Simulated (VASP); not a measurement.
Write the native input for VASP 6.6.1 that does the following.

```
Task                   : single point
Functional             : LDA
Potentials or basis    : VASP PAW LDA potentials, release 64 (Mn_pv, F, K_sv)
Cutoff                 : 520 eV
k mesh                 : 4 × 4 × 4, shifted
Occupations            : gaussian, width 0.0122 eV
Spin                   : collinear spin, ferromagnetic start
Starting moments       : [5.0, 0.0, 0.0, 0.0, 0.0] μB
Hubbard terms          : Mn d U = 6.08 eV
Dipole correction      : no
Further INCAR settings : ALGO = Normal; EDIFF = 1e-06; NBANDS = 34
```

The structure of KMnF3 lies in POSCAR:

```
KMnF3
1.0
    4.3408742000      0.0000000000      0.0000000000
    0.0000000000      4.3408742000      0.0000000000
    0.0000000000      0.0000000000      4.3408742000
Mn F K
1 3 1
Direct
    0.0000000000      0.0000000000      0.0000000000
    0.5000000000      0.0000000000      0.0000000000
    0.0000000000      0.5000000000      0.0000000000
    0.0000000000      0.0000000000      0.5000000000
    0.5000000000      0.5000000000      0.5000000000
```

The input as run:

INCAR

```
SYSTEM = KMnF3
PREC = Accurate
ENCUT = 520
EDIFF = 1E-6
ISMEAR = 0
SIGMA = 0.0122
LREAL = .FALSE.
LASPH = .TRUE.
NELM = 150
ALGO = Normal
ISIF = 2
LWAVE = .FALSE.
LCHARG = .FALSE.
ISPIN = 2
MAGMOM = 5 0 0 0 0
LORBIT = 11
LMAXMIX = 4
LDAU = .TRUE.
LDAUTYPE = 2
LDAUL = 2 -1 -1
LDAUU = 6.08 0 0
LDAUJ = 0 0 0
LDAUPRINT = 1
GGA = CA
NBANDS = 34
```

KPOINTS

```
Automatic mesh
0
Gamma
  4 4 4
  0.5 0.5 0.5
```

Potentials or basis: VASP PAW LDA potentials, release 64 (Mn_pv, F, K_sv).

The run is started by

```bash
$ cat potpaw_LDA.64/Mn_pv/POTCAR potpaw_LDA.64/F/POTCAR potpaw_LDA.64/K_sv/POTCAR > POTCAR
$ mpirun -np 1 vasp_std > vasp.out
```

Results of the run:

* Pressure: -8.8 GPa
* Band gap on the k mesh: 3.93 eV (least direct gap 5.59 eV)
* Net moment: 5.00 μB per cell
* Site moments: Mn +4.71; F +0.03; K -0.00 μB
* Valence electrons inside the program's atomic spheres: Mn 11.23; F 6.05; K 7.52

Caveat: the cell stands under tension; a shifted mesh leaves out Γ, where band edges can lie; a cell with one magnetic atom can't hold antiferromagnetic order, which such compounds often take.

It took 35 s on 1 thread of AMD EPYC 7R13 (shared host), peak memory 0.14 GiB.
